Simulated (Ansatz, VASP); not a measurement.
**Two plane-wave programs on Si23SnC24**

```
Sn Si C
1.0
     6.15200    0.00000    0.00000
    -4.61400    7.99168    0.00000
     0.00000    0.00000   10.09600
Sn Si C
1 23 24
Direct
  0.16752 0.22358 0.00449
  0.16670 0.22228 0.50328
  0.16624 0.55784 0.00163
  0.16556 0.55619 0.50208
  0.16957 0.88776 0.00163
  0.16632 0.88775 0.50211
  0.66441 0.21934 0.00106
  0.66728 0.22301 0.50285
  0.67324 0.56092 0.00144
  0.66923 0.55673 0.50227
  0.65943 0.88476 0.00136
  0.66479 0.88711 0.50234
  0.33503 0.10980 0.25743
  0.33564 0.10952 0.74890
  0.33561 0.44727 0.25739
  0.33670 0.44870 0.74877
  0.33302 0.77756 0.25172
  0.33160 0.77673 0.75208
  0.82944 0.10955 0.25729
  0.82819 0.10899 0.74898
  0.83309 0.44423 0.25142
  0.83330 0.44433 0.75220
  0.83365 0.77806 0.25161
  0.83455 0.77826 0.75211
  0.16681 0.22248 0.21159
  0.16676 0.22249 0.69202
  0.16686 0.55491 0.18980
  0.16478 0.55595 0.68865
  0.16733 0.88970 0.18987
  0.16599 0.88758 0.68864
  0.66596 0.22129 0.18997
  0.66796 0.22381 0.68830
  0.66603 0.55543 0.18967
  0.66990 0.55672 0.68907
  0.66687 0.88931 0.18970
  0.66455 0.88655 0.68913
  0.33447 0.11024 0.44358
  0.34637 0.10068 0.93291
  0.33512 0.44654 0.44376
  0.35187 0.46801 0.93301
  0.33275 0.77738 0.43910
  0.32830 0.77495 0.93971
  0.83057 0.10981 0.44361
  0.80320 0.09901 0.93311
  0.83307 0.44426 0.43890
  0.83187 0.44288 0.94036
  0.83387 0.77816 0.43917
  0.83858 0.78156 0.93997
```

Alike in both runs: functional PBE; k mesh 4 × 3 × 2; occupations fermi-dirac, width 0.01 eV; no spin polarisation.

Ansatz relaxed the structure, and its values are those at the end. VASP's run is a single point on that final structure, the one shown.

|  | VASP | Ansatz |
| --- | --- | --- |
| version | VASP 6.6.1 | Ansatz 0.2.0 |
| potentials or method | VASP PAW PBE potentials, release 64 (Sn_d, Si, C) | plane-wave PAW, scalar-relativistic |
| plane-wave cutoff (eV) | 520 | 420 |
| valence electrons in the cell | 202 | 202 |

|  | VASP | Ansatz | Ansatz less VASP |
| --- | --- | --- | --- |
| gap on the k mesh at the Fermi level (eV) | 2.27 | 2.28 | +0.006 |
| pressure (GPa) | 7.8 | 7.9 | +0.08 |
| rms of the force components (eV/Å) | 0.013 | 0.011 | -0.0013 |

Ansatz's warnings: stress scf threshold loose.
